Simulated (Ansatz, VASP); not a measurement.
## One calculation of Na2IF, two programs

The input POSCAR:

```
Na2IF
1.0
    1.9067685911      1.1008733594      6.1184422213
   -1.9067685911      1.1008733594      6.1184422213
    0.0000000000     -2.2017467187      6.1184422213
F I Na
1 1 2
Direct
    1.0000000000      0.0000000000      0.0000000000
    0.5000000000      0.5000000000      0.5000000000
    0.2755830787      0.2755830787      0.2755830787
    0.7244169213      0.7244169213      0.7244169213
```

The input INCAR.step1:

```
SYSTEM = Na2IF
ALGO = Normal
EDIFF = 1E-4
ENCUT = 520
GGA = PE
ISMEAR = 0
LASPH = .True.
LCHARG = .False.
LREAL = .False.
LWAVE = .True.
NBANDS = 22
NELM = 60
PREC = Accurate
SIGMA = 0.01
```

Contents of INCAR.step2:

```
SYSTEM = Na2IF
ALGO = Normal
EDIFF = 1E-6
ENCUT = 520
ISIF = 2
ISMEAR = 0
ISTART = 1
LASPH = .True.
LCHARG = .False.
LMIXTAU = .True.
LREAL = .False.
LWAVE = .False.
METAGGA = R2SCAN
NBANDS = 22
NELM = 60
PREC = Accurate
SIGMA = 0.01
```

The input KPOINTS:

```
k-points
0
Gamma
  8 8 8
  0 0 0
```

Input for Ansatz:

```yaml
crystal:
  lattice:
    - [1.9067685911, 1.1008733594, 6.1184422213]
    - [-1.9067685911, 1.1008733594, 6.1184422213]
    - [0.0, -2.2017467187, 6.1184422213]
  atoms:
    - { symbol: F, position: [1.0, 0.0, 0.0] }
    - { symbol: I, position: [0.5, 0.5, 0.5] }
    - { symbol: Na, position: [0.2755830787, 0.2755830787, 0.2755830787] }
    - { symbol: Na, position: [0.7244169213, 0.7244169213, 0.7244169213] }
kpoints:
  mp_grid: { grid: [8, 8, 8] }
  band_path:
    path:
      - [0.0, 0.0, 0.0]
      - [0.5, 0.5, 0.5]
      - [0.8117508339, 0.1882491661, 0.5]
      - [0.5, -0.1882491661, 0.1882491661]
      - [0.5, 0.0, 0.0]
      - [0.3441245831, -0.3441245831, 0.0]
      - [0.6558754169, 0.0, 0.3441245831]
      - [0.5, 0.0, 0.5]
    npoints: 1
hamiltonian:
  xc: r2scan
scf:
  occupations: { method: fixed }
  n_extra_bands: 5
output:
  forces: true
  stress: true
  eigenvalues: true
```

Change from the starting cell: hydrostatic strain -4.6%.

Alike in both runs: task single point; functional r2SCAN; k mesh 8 × 8 × 8; no spin polarisation.

|  | VASP | Ansatz |
| --- | --- | --- |
| version | VASP 6.6.1 | Ansatz 0.2.0 |
| potentials or method | VASP PAW PBE potentials, release 64 (F, I, Na_pv) | plane waves, PAW |
| plane-wave cutoff (eV) | 520 | 500 |
| occupations | gaussian, width 0.01 eV | fixed |
| valence electrons in the cell | 28 | 42 |

```tsv
	VASP	Ansatz	Ansatz less VASP
gap on the k mesh at the Fermi level (eV)	2.34	2.33	-0.015
pressure (GPa)	4.6	4.9	+0.28
traceless stress, the component that is largest in VASP (GPa)	-0.67	-0.70	-0.020
```

VASP's potentials were made for PBE, not for r2SCAN. VASP's potentials hold 28 valence electrons a cell and Ansatz's 42, so a difference there can come from the potentials and not from the codes.

Neither program's run includes spin-orbit coupling.
